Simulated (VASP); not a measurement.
The system is In.

```
In
1.0
     3.33139    0.00000    0.00000
    -1.66570    2.88507    0.00000
     0.00000    0.00000    5.44017
In
2
Direct
  0.33333 0.66667 0.25000
  0.66667 0.33333 0.75000
```

This isn't the form of In at room conditions, which is tetragonal.

- Program: VASP 6.6.1
- Task: relaxation of cell and atoms
- Functional: revPBE
- Potentials or basis: VASP PAW PBE potentials, release 64 (In_d)
- Cutoff: 600 eV
- k mesh: 11 × 11 × 6
- Occupations: fermi-dirac, width 0.1 eV
- Spin: no spin polarisation

At the start: pressure 3.5 GPa; volume 26.14 Å³/atom.

Question: How do energy, volume and symmetry change on relaxing?

Answer: Over 6 steps the energy falls by 24.4 meV/atom and the volume is 28.59 Å³/atom (+9.3 %); space group P6_3/mmc (No. 194, to 0.1 Å) before and after.

Step by step:
```csv
step,energy change (eV),largest force (eV/Å),pressure (GPa),volume (Å³)
1,0.0000,0.0000,3.47,52.29
2,-0.0482,0.0000,0.29,56.69
3,-0.0487,0.0000,-0.03,57.28
4,-0.0487,0.0000,0.02,57.18
5,-0.0488,0.0000,0.03,57.18
6,-0.0488,0.0000,0.03,57.17
```

Final structure:
```xyz
2
Lattice="3.4384 0.0000 0.0000 -1.7192 2.9778 0.0000 0.0000 0.0000 5.5840" Properties=species:S:1:pos:R:3 pbc="T T T"
In    0.0000    1.9852    1.3960
In    1.7192    0.9926    4.1880
```

Caveat: the PAW data sets were made with another functional, which shifts forces and pressure a little.
